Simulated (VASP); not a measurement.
A run of VASP 6.6.1 is set up as follows.

File INCAR:

```
PREC = Accurate
ENCUT = 600
EDIFF = 1E-7
ISMEAR = 0
SIGMA = 0.1
LREAL = F
LASPH = T
NELM = 80
ALGO = Normal
ISIF = 3
LWAVE = F
LCHARG = F
GGA = PE
IBRION = 2
NSW = 80
EDIFFG = -0.001
```

The input KPOINTS:

```
Automatic mesh
0
Gamma
  6 6 8
```

POSCAR

```
Zr3PdSe4
1.0
    7.1625529310      0.0000000000      0.0000000000
   -3.5812764655      6.2029527942      0.0000000000
    0.0000000000      0.0000000000      3.6512908977
Zr Pd Se
3 1 4
Direct
    0.0192868837      0.5096434418      0.0000000000
    0.4903565582      0.9807131163      0.0000000000
    0.4903565582      0.5096434418      0.0000000000
    0.0000000000      0.0000000000      0.0000000000
    0.1663053885      0.8336946115      0.5000000000
    0.1663053885      0.3326107769      0.5000000000
    0.6666666667      0.3333333333      0.5000000000
    0.6673892231      0.8336946115      0.5000000000
```

Potentials or basis: VASP PAW PBE potentials, release 64 (Zr_sv, Pd, Se).

The run is started by

```console
$ cat potpaw_PBE.64/Zr_sv/POTCAR potpaw_PBE.64/Pd/POTCAR potpaw_PBE.64/Se/POTCAR > POTCAR
$ mpirun -np 1 vasp_std > vasp.out
```

(1) What does it give for the band gap on the k mesh?

(2) Estimate the relaxed cell.

## Answers

(1) zero (bands 35 and 36 overlap by 0.42 eV).

(2) a = 7.164 Å, b = 7.164 Å, c = 3.653 Å, α = 90.00°, β = 90.00°, γ = 120.00°.
